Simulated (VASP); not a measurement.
**Mg2ZnO3: single point with LDA+U**

The system is Mg2ZnO3.

```
CELL_PARAMETERS angstrom
3.03300 0.00000 0.00000
-1.51650 2.62665 0.00000
0.00000 0.00000 7.40332
ATOMIC_POSITIONS crystal
Mg 0.33333 0.66667 0.66580
Mg 0.66667 0.33333 0.33420
Zn 0.00000 0.00000 0.00000
O 0.33333 0.66667 0.17262
O 0.66667 0.33333 0.82738
O 0.00000 0.00000 0.50000
```

```
Program             : VASP 6.6.1
Task                : single point
Functional          : LDA
Potentials or basis : VASP PAW LDA potentials, release 64 (Mg, Zn, O)
Cutoff              : 520 eV
k mesh              : 12 × 12 × 4
Occupations         : gaussian, width 0.01 eV
Spin                : no spin polarisation
Hubbard terms       : Zn d U = 8.0 eV
```

```
Pressure               : -18.5 GPa
Largest force          : 0.838 eV/Å
Band gap on the k mesh : 3.22 eV, indirect (least direct gap 3.34 eV)
```

Forces on the atoms (eV/Å):
```
Mg   0.000  0.000  0.082
Mg   0.000  0.000 -0.082
Zn   0.000  0.000  0.000
O    0.000  0.000 -0.838
O    0.000  0.000  0.838
O    0.000  0.000  0.000
```

Stress tensor (GPa, compression positive):
```
-18.38   0.00   0.00
  0.00 -18.38   0.00
  0.00   0.00 -18.62
```

Levels at points of the mesh, in eV from the valence-band top:
```tsv
k point	band 13	band 14	band 15	band 16	band 17	band 18	band 19	band 20	band 21	band 22
(0.00, 0.00, 0.00)	-0.17	-0.17	-0.14	-0.13	-0.13	3.22	6.62	6.78	11.19	11.93
(0.50, 0.00, 0.00)	-1.52	-1.36	-1.01	-0.86	-0.51	6.71	7.74	8.69	9.44	11.01
(0.00, 0.00, 0.50)	-0.50	-0.41	-0.41	0.00	0.00	4.32	5.45	7.09	11.42	13.11
(0.50, 0.00, 0.50)	-1.77	-1.40	-1.11	-0.38	-0.34	6.94	6.97	9.15	10.35	10.35
```

Eigenvalues of the final occupation matrices:
| site | spin | trace | eigenvalues |
| --- | --- | --- | --- |
| site 3 d | 1 | 5.04 | 0.99 0.99 0.99 1.03 1.03 |
| site 3 d | 2 | 5.04 | 0.99 0.99 0.99 1.03 1.03 |

Run time: 36 s on 1 thread of Intel(R) Xeon(R) 6975P-C (Granite Rapids), with other jobs on the host, peak memory 0.22 GiB.

A k mesh can miss the band edges.
